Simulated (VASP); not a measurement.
# H2 in VASP: further runs

Runs on H2. Level: revPBE. Tasks: single point, relaxation of the atoms.

All numbers are computed with VASP 6.6.1; they aren't measurements. Logs are shortened: lines on timing, memory, paths and dates and some standing lists are left out, and cuts for length are marked.

## (1) The cell of the first run

The cell holds a molecule in a box, 2 atoms: a = 12.000 Å, b = 12.300 Å, c = 12.600 Å, α = 90.00°, β = 90.00°, γ = 90.00°.

## (2) Single point, revPBE

Input file INCAR:

```
SYSTEM = H
ALGO = Normal
EDIFF = 1E-7
ENCUT = 520
GGA = RE
ISIF = 2
ISMEAR = -1
LASPH = .True.
LCHARG = .True.
LELF = .True.
LREAL = .False.
LVHAR = .True.
LWAVE = .False.
NBANDS = 8
NELM = 80
PREC = Accurate
SIGMA = 0.01
```

Input file KPOINTS:

```
k-points
0
Gamma
  1 1 1
  0 0 0
```

Input file POSCAR:

```
H
1.0
   12.0000000000      0.0000000000      0.0000000000
    0.0000000000     12.3000000000      0.0000000000
    0.0000000000      0.0000000000     12.6000000000
H
2
Direct
    0.5000000000      0.5000000000      0.4703332781
    0.5000000000      0.5000000000      0.5296667219
```

Potentials or basis: VASP PAW PBE potentials, release 64 (H).

Started as:

```sh
cat potpaw_PBE.64/H/POTCAR > POTCAR
mpirun -np 1 vasp_gam > vasp.out
```

OUTCAR:

```text
SYSTEM = H
   EDIFF = 1E-7
   ENCUT = 520
   GGA = RE
   ISIF = 2
   ISMEAR = -1
   LASPH = .True.
   LREAL = .False.
   NELM = 80
   PREC = Accurate

 ion  position               nearest neighbor table
   1  0.500  0.500  0.470-   2 0.75
   2  0.500  0.500  0.530-   1 0.75

  LATTYP: Found a simple orthorhombic cell.
 ALAT       =    12.0000000000
 B/A-ratio  =     1.0250000000
 C/A-ratio  =     1.0500000000

  Lattice vectors:

 A1 = (  12.0000000000,   0.0000000000,   0.0000000000)
 A2 = (   0.0000000000,  12.3000000000,   0.0000000000)
 A3 = (   0.0000000000,   0.0000000000,  12.6000000000)

Analysis of symmetry for initial positions (statically):
=====================================================================
 Subroutine PRICEL returns:
 Original cell was already a primitive cell.

 Routine SETGRP: Setting up the symmetry group for a
 simple orthorhombic supercell.

 Subroutine GETGRP returns: Found  8 space group operations
 (whereof  8 operations were pure point group operations)
 out of a pool of  8 trial point group operations.

The static configuration has the point symmetry D_2h.

Analysis of symmetry for dynamics (positions and initial velocities):
=====================================================================
 Subroutine PRICEL returns:
 Original cell was already a primitive cell.

 Routine SETGRP: Setting up the symmetry group for a
 simple orthorhombic supercell.

 Subroutine GETGRP returns: Found  8 space group operations
 (whereof  8 operations were pure point group operations)
 out of a pool of  8 trial point group operations.

The dynamic configuration has the point symmetry D_2h.

 Subroutine INISYM returns: Found  8 space group operations
 (whereof  8 operations are pure point group operations),
 and found     1 'primitive' translations

----------------------------------------------------------------------------------------

                                     Primitive cell

  volume of cell :    1859.7600

  direct lattice vectors                    reciprocal lattice vectors
    12.000000000  0.000000000  0.000000000     0.083333333  0.000000000  0.000000000
     0.000000000 12.300000000  0.000000000     0.000000000  0.081300813  0.000000000
     0.000000000  0.000000000 12.600000000     0.000000000  0.000000000  0.079365079

  length of vectors
    12.000000000 12.300000000 12.600000000     0.083333333  0.081300813  0.079365079

  position of ions in fractional coordinates (direct lattice)
     0.500000000  0.500000000  0.470333278
     0.500000000  0.500000000  0.529666722

  ion indices of the primitive-cell ions
   primitive index   ion index
                 1           1
                 2           2

----------------------------------------------------------------------------------------

 KPOINTS: k-points

Automatic generation of k-mesh.
 Grid dimensions read from file:
 generate k-points for:    1    1    1

 Generating k-lattice:

  Cartesian coordinates                     Fractional coordinates (reciprocal lattice)
     0.083333333  0.000000000  0.000000000     1.000000000  0.000000000  0.000000000
     0.000000000  0.081300813  0.000000000     0.000000000  1.000000000  0.000000000
     0.000000000  0.000000000  0.079365079     0.000000000  0.000000000  1.000000000

  Length of vectors
     0.083333333  0.081300813  0.079365079

  Shift w.r.t. Gamma in fractional coordinates (k-lattice)
     0.000000000  0.000000000  0.000000000

 Subroutine IBZKPT returns following result:
 ===========================================

 Found      1 irreducible k-points:

 Following reciprocal coordinates:
            Coordinates               Weight
  0.000000  0.000000  0.000000      1.000000
   k-points           NKPTS =      1   k-points in BZ     NKDIM =      1   number of bands    NBANDS=      8
   number of dos      NEDOS =    301   number of ions     NIONS =      2
   total plane-waves  NPLWV = 829440
   dimension x,y,z NGX =    90 NGY =   96 NGZ =   96
   dimension x,y,z NGXF=   180 NGYF=  192 NGZF=  192
   ions per type =               2
   NGX,Y,Z   is equivalent  to a cutoff of  12.47, 12.98, 12.67 a.u.
   NGXF,Y,Z  is equivalent  to a cutoff of  24.94, 25.95, 25.33 a.u.
 SYSTEM =  H
   PREC   = accura    normal or accurate (medium, high low for compatibility)
   ISTART =      0    job   : 0-new  1-cont  2-samecut
   ICHARG =      2    charge: 1-file 2-atom 10-const
   ISPIN  =      1    spin polarized calculation?
   LNONCOLLINEAR =      F non collinear calculations
   LSORBIT =      F    spin-orbit coupling
   LASPH  =      T    aspherical Exc in radial PAW
   ENCUT  =  520.0 eV  38.22 Ry    6.18 a.u.  22.31 22.87 23.43*2*pi/ulx,y,z
   NELM   =     80;   NELMIN=  2; NELMDL= -5     # of ELM steps
   EDIFF  = 0.1E-06   stopping-criterion for ELM
   LREAL  =      F    real-space projection
   EDIFFG = 0.1E-05   stopping-criterion for IOM
   NSW    =      0    number of steps for IOM
   IBRION =     -1    ionic relax: 0-MD 1-quasi-New 2-CG
   NFREE  =      0    steps in history (QN), initial steepest desc. (CG)
   ISIF   =      2    stress and relaxation
   ISYM   =      2    0-nonsym 1-usesym 2-fastsym
   POTIM  = 0.5000    time-step for ionic-motion
   TEBEG  =    0.0;   TEEND  =   0.0 temperature during run
   PSTRESS=    0.0 pullay stress
   NELECT =       2.0000    total number of electrons
   NUPDOWN=      -1.0000    fix difference up-down
   EMIN   =  10.00;   EMAX   =-10.00  energy-range for DOS
   EFERMI =   0.00;   METHOD = LEGACY
   ISMEAR =    -1;   SIGMA  =   0.01  broadening in eV -4-tet -1-fermi 0-gaus
   EFERMI_NEDOS =   21; number of points for ismear=-14 and -15
   IALGO  =     38    algorithm
   IMIX   =      4    mixing-type and parameters
     AMIX     =   0.40;   BMIX     =  1.00
     AMIX_MAG =   1.60;   BMIX_MAG =  1.00
  volume/ion in A,a.u.               =     929.88      6275.14
  Fermi-wavevector in a.u.,A,eV,Ry     =   0.167726  0.316955  0.382757  0.028132
  Thomas-Fermi vector in A             =   0.873280
   LORBIT       =      0    0 simple, 1 ext, 2 COOP (PROOUT), +10 PAW based schemes
   GGA     = RE    functional components
   LHFCALC =     F    Hartree Fock is set to
   AEXX    =    0.0000 exact exchange contribution
   IVDW    =     0    specifies the selected vdW correction
   LEPSILON=     F    determine dielectric tensor
   LRPA    =     F    only Hartree local field effects (RPA)
 non-spin polarized calculation
  energy-cutoff  :      520.00
  volume of cell :     1859.76
 maximum number of plane-waves:     25042
 NGX is ok and might be reduce to    90
   NGX = 45   NGY = 45   NGZ = 47

 number of electron       2.0000000 magnetization

 Free energy of the ion-electron system (eV)
  ---------------------------------------------------
  ext. energy  EPLUGINS =         0.00000000
  ---------------------------------------------------
  free energy    TOTEN  =        -6.97759071 eV

  energy without entropy =       -6.97759071  energy(sigma->0) =       -6.97759071

 E-fermi : -10.0942     XC(G=0):  -0.2313

 val. band max:      -10.3587614940   @ k =   0.0000   0.0000   0.0000
 cond. band min:      -0.1474264273   @ k =   0.0000   0.0000   0.0000
 fundamental gap:     10.2113350667
 Fermi energy:       -10.0942107558

 k-point     1 :       0.0000    0.0000    0.0000
  band No.  band energies     occupation
      1     -10.3588      2.00000
      2      -0.1474      0.00000
      3       0.1986      0.00000
      4       0.6347      0.00000
      5       0.6663      0.00000
      6       0.7702      0.00000
      7       0.9115      0.00000
      8       0.9652      0.00000

------------------------ aborting loop because EDIFF is reached ----------------------------------------

  FORCE on cell =-STRESS in cart. coord.  units (eV):
  Direction    XX          YY          ZZ          XY          YZ          ZX
  --------------------------------------------------------------------------------------
  -------------------------------------------------------------------------------------
  Total       -0.0271846     -0.0275267     -0.0437271      0.0000000      0.0000000      0.0000000
  in kB       -0.0234194     -0.0237141     -0.0376708      0.0000000      0.0000000      0.0000000
  external PRESSURE =      -0.0282681 kB  Pullay stress =       0.0000000 kB

 VOLUME and BASIS-vectors are now :
 -----------------------------------------------------------------------------
  energy-cutoff  :      520.00
  volume of cell :     1859.76
      direct lattice vectors                 reciprocal lattice vectors
    12.000000000  0.000000000  0.000000000     0.083333333  0.000000000  0.000000000
     0.000000000 12.300000000  0.000000000     0.000000000  0.081300813  0.000000000
     0.000000000  0.000000000 12.600000000     0.000000000  0.000000000  0.079365079

 POSITION                                       TOTAL-FORCE (eV/Angst)
 -----------------------------------------------------------------------------------
      6.00000      6.15000      5.92620         0.000000      0.000000      0.012452
      6.00000      6.15000      6.67380         0.000000      0.000000     -0.012452
 -----------------------------------------------------------------------------------
    total drift:                                0.000000     -0.000000      0.000000

  FREE ENERGIE OF THE ION-ELECTRON SYSTEM (eV)
  ---------------------------------------------------
  free  energy   TOTEN  =        -6.9775907129 eV

  energy  without entropy=       -6.9775907129  energy(sigma->0) =       -6.97759071
```

Run time: 2.6 min. Hardware: 1 thread of Intel Xeon 8259CL, shared host; peak memory 1.2 GiB.

Results:

```yaml
Free_energy: -6.9776 eV
Largest_force: 0.012 eV/Å
Gap_between_the_frontier_levels: 10.21 eV
```

Forces in eV/Å, atoms in the order of the input:
```
H    0.000  0.000  0.012
H    0.000  0.000 -0.012
```

Caveat: the PAW data sets were made with another functional, which shifts forces and pressure a little.

## (3) Single point, revPBE

Input file INCAR:

```
PREC = Accurate
ENCUT = 520
EDIFF = 1E-6
ISMEAR = -1
SIGMA = 0.01
LREAL = False
LASPH = True
NELM = 80
ALGO = Normal
ISIF = 2
LWAVE = False
LCHARG = True
GGA = RE
LELF = True
LVHAR = True
NBANDS = 8
```

Input file KPOINTS:

```
regular mesh
0
Gamma
  1 1 1
```

POSCAR is that of step 2.

Potentials or basis: VASP PAW PBE potentials, release 64 (H).

Started as:

```sh
cat potpaw_PBE.64/H/POTCAR > POTCAR
mpirun -np 1 vasp_gam > vasp.out
```

Wall time 3.5 min (1 thread of Intel Xeon 8259CL, shared host); peak memory 1.2 GiB.

The run converged. Its results:

| Quantity | Value |
| --- | --- |
| Free energy | -6.9776 eV |
| Largest force | 0.012 eV/Å |
| Gap between the frontier levels | 10.21 eV |

Forces on the atoms (eV/Å):
```
H    0.000  0.000  0.012
H    0.000  0.000 -0.012
```

Levels at points of the mesh, in eV from the valence-band top:
```
           k point  band 1  band 2  band 3  band 4  band 5
(0.00, 0.00, 0.00)    0.00   10.21   10.56   10.99   11.03
```

Caveat: the PAW data sets were made with another functional, which shifts forces and pressure a little.

## (4) Relaxation of the atoms, revPBE

Input file INCAR:

```
SYSTEM = H
PREC     = Accurate       ! precision mode
ENCUT    = 520            ! plane-wave cutoff, eV
EDIFF    = 1E-7           ! SCF threshold, eV
ISMEAR   = -1             ! smearing method
SIGMA    = 0.01           ! smearing width, eV
LREAL    = .False.        ! projectors in reciprocal space
LASPH    = .True.         ! aspherical terms in the spheres
NELM     = 100            ! most SCF steps
ALGO     = Normal         ! electronic algorithm
ISIF     = 2              ! what is computed and relaxed
LWAVE    = .False.        ! write WAVECAR
LCHARG   = .False.        ! write CHGCAR
GGA      = RE             ! functional
IBRION   = 2              ! ionic algorithm
NSW      = 80             ! ionic steps
EDIFFG   = -0.01          ! ionic threshold
```

Input file KPOINTS:

```
Automatic mesh
0
Gamma
  1 1 1
  0 0 0
```

Input file POSCAR:

```
H
1.0
   12.0000000000      0.0000000000      0.0000000000
    0.0000000000     12.3000000000      0.0000000000
    0.0000000000      0.0000000000     12.6000000000
H
2
Direct
    0.5000000000      0.5000000000      0.4702380952
    0.5000000000      0.5000000000      0.5297619048
```

Potentials or basis: VASP PAW PBE potentials, release 64 (H).

Started as:

```sh
cat potpaw_PBE.64/H/POTCAR > POTCAR
mpirun -np 1 vasp_gam > vasp.out
```

OUTCAR:

```text
SYSTEM = H
   PREC = Accurate
   ENCUT = 520
   EDIFF = 1E-7
   ISMEAR = -1
   LREAL = .False.
   LASPH = .True.
   NELM = 100
   ISIF = 2
   GGA = RE
   IBRION = 2
   NSW = 80
   EDIFFG = -0.01

 ion  position               nearest neighbor table
   1  0.500  0.500  0.470-   2 0.75
   2  0.500  0.500  0.530-   1 0.75

  LATTYP: Found a simple orthorhombic cell.
 ALAT       =    12.0000000000
 B/A-ratio  =     1.0250000000
 C/A-ratio  =     1.0500000000

  Lattice vectors:

 A1 = (  12.0000000000,   0.0000000000,   0.0000000000)
 A2 = (   0.0000000000,  12.3000000000,   0.0000000000)
 A3 = (   0.0000000000,   0.0000000000,  12.6000000000)

Analysis of symmetry for initial positions (statically):
=====================================================================
 Subroutine PRICEL returns:
 Original cell was already a primitive cell.

 Routine SETGRP: Setting up the symmetry group for a
 simple orthorhombic supercell.

 Subroutine GETGRP returns: Found  8 space group operations
 (whereof  8 operations were pure point group operations)
 out of a pool of  8 trial point group operations.
[... 123 lines left out ...]
 non-spin polarized calculation
  energy-cutoff  :      520.00
  volume of cell :     1859.76
 maximum number of plane-waves:     25042
 NGX is ok and might be reduce to    90
   NGX = 45   NGY = 45   NGZ = 47

--------------------------------------- Ionic step        1  -------------------------------------------

 number of electron       2.0000000 magnetization

 Free energy of the ion-electron system (eV)
  ---------------------------------------------------
  ext. energy  EPLUGINS =         0.00000000
  ---------------------------------------------------
  free energy    TOTEN  =        -6.97746117 eV

  energy without entropy =       -6.97746117  energy(sigma->0) =       -6.97746117

------------------------ aborting loop because EDIFF is reached ----------------------------------------

  FORCE on cell =-STRESS in cart. coord.  units (eV):
  Direction    XX          YY          ZZ          XY          YZ          ZX
  --------------------------------------------------------------------------------------
  -------------------------------------------------------------------------------------
  Total       -0.0271264     -0.0274653     -0.1056705     -0.0000000      0.0000000      0.0000000
  in kB       -0.0233693     -0.0236612     -0.0910348     -0.0000000      0.0000000      0.0000000
  external PRESSURE =      -0.0460218 kB  Pullay stress =       0.0000000 kB
[... 59 lines left out ...]
--------------------------------------- Ionic step        3  -------------------------------------------

 number of electron       2.0000000 magnetization

 Free energy of the ion-electron system (eV)
  ---------------------------------------------------
  ext. energy  EPLUGINS =         0.00000000
  ---------------------------------------------------
  free energy    TOTEN  =        -6.97759289 eV

  energy without entropy =       -6.97759289  energy(sigma->0) =       -6.97759289

 E-fermi : -10.1030     XC(G=0):  -0.2346

 val. band max:      -10.3604958022   @ k =   0.0000   0.0000   0.0000
 cond. band min:      -0.1522160589   @ k =   0.0000   0.0000   0.0000
 fundamental gap:     10.2082797434
 Fermi energy:       -10.1030077650

 k-point     1 :       0.0000    0.0000    0.0000
  band No.  band energies     occupation
      1     -10.3605      2.00000
      2      -0.1522      0.00000
      3       0.1969      0.00000
      4       0.6294      0.00000
      5       0.6612      0.00000
[... 27 lines left out ...]
  FREE ENERGIE OF THE ION-ELECTRON SYSTEM (eV)
  ---------------------------------------------------
  free  energy   TOTEN  =        -6.9775928898 eV

  energy  without entropy=       -6.9775928898  energy(sigma->0) =       -6.97759289

 reached required accuracy - stopping structural energy minimisation
```

CONTCAR:

```text
H
   1.00000000000000
    12.0000000000000000    0.0000000000000000    0.0000000000000000
     0.0000000000000000   12.3000000000000007    0.0000000000000000
     0.0000000000000000    0.0000000000000000   12.5999999999999996
  H
     2
Direct
     0.5000000000000000    0.5000000000000000    0.4703474956744585
     0.5000000000000000    0.5000000000000000    0.5296525043255415

  0.00000000E+00  0.00000000E+00  0.00000000E+00
  0.00000000E+00  0.00000000E+00  0.00000000E+00
```

Wall time 6.5 min (1 thread of Intel Xeon 8259CL, shared host); peak memory 1.4 GiB.

What came out:

* Free energy: -6.9776 eV
* Energy gained by relaxing: 0.1 meV/atom
* Ionic steps: 3
* Gap between the frontier levels: 10.21 eV

Step by step:
| step | energy change (eV) | largest force (eV/Å) | pressure (GPa) |
| --- | --- | --- | --- |
| 1 | 0.0000 | 0.0953 | 0.00 |
| 2 | 0.0006 | 0.2295 | 0.00 |
| 3 | -0.0001 | 0.0000 | 0.00 |

Final structure:
```
H
1.0
    12.00000    0.00000    0.00000
     0.00000   12.30000    0.00000
     0.00000    0.00000   12.60000
H
2
Direct
  0.50000 0.50000 0.47035
  0.50000 0.50000 0.52965
```

Levels at points of the mesh, in eV from the valence-band top:
```
           k point  band 1  band 2  band 3  band 4  band 5
(0.00, 0.00, 0.00)    0.00   10.21   10.56   10.99   11.02
```

Caveat: the PAW data sets were made with another functional, which shifts forces and pressure a little.
